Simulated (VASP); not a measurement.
Runs of VASP 6.6.1 on Si. The structure is that of space group P6_3/mmc (No. 194), or close to it. The cells are those of the table. This isn't the form of Si at room conditions, which is diamond.

```tsv
level	cell	k mesh	gap on the mesh (eV)	pressure (GPa)	largest force (eV/Å)
r2SCAN	a = 3.832, b = 3.832, c = 6.341 Å, angles 90.0, 90.0, 120.0°, 4 atoms	12 × 12 × 4	0.62	-0.2	-
PBE	a = 3.852, b = 3.852, c = 6.365 Å, angles 90.0, 90.0, 120.0°, 4 atoms	6 × 6 × 4	0.45	0.0	0.01
PBE	a = 3.927, b = 3.927, c = 6.489 Å, angles 90.0, 90.0, 120.0°, 4 atoms	6 × 6 × 4	0.56	(b)	0.03
r2SCAN	a = 3.754, b = 3.754, c = 6.212 Å, angles 90.0, 90.0, 120.0°, 4 atoms	6 × 6 × 4	0.48	6.6	0.02
r2SCAN	a = 3.907, b = 3.907, c = 6.466 Å, angles 90.0, 90.0, 120.0°, 4 atoms	6 × 6 × 4	(c)	-5.2	0.03
r2SCAN	a = 3.832, b = 3.832, c = 6.341 Å, angles 90.0, 90.0, 120.0°, 4 atoms	6 × 6 × 4	0.62	-0.2	0.01
PBE	a = 3.832, b = 3.832, c = 6.341 Å, angles 90.0, 90.0, 120.0°, 4 atoms	12 × 12 × 4	0.43	(a)	-
PBE	a = 3.890, b = 3.890, c = 6.428 Å, angles 90.0, 90.0, 120.0°, 4 atoms	6 × 6 × 4	0.51	-2.5	0.02
```

Alike in all rows: task single point; potentials or basis VASP PAW PBE potentials, release 64 (Si); no spin polarisation; cutoff (eV) 520; smearing gaussian 0.01 eV.

Q: Fill in the values left out.

A: (a) 1.2; (b) -4.6; (c) 0.73.

Caveats: the PAW data sets were made with another functional, which shifts forces and pressure a little (at least some runs); the cell stands under tension (at least some runs); the cell stands under pressure (at least some runs).

A k mesh can miss the band edges.
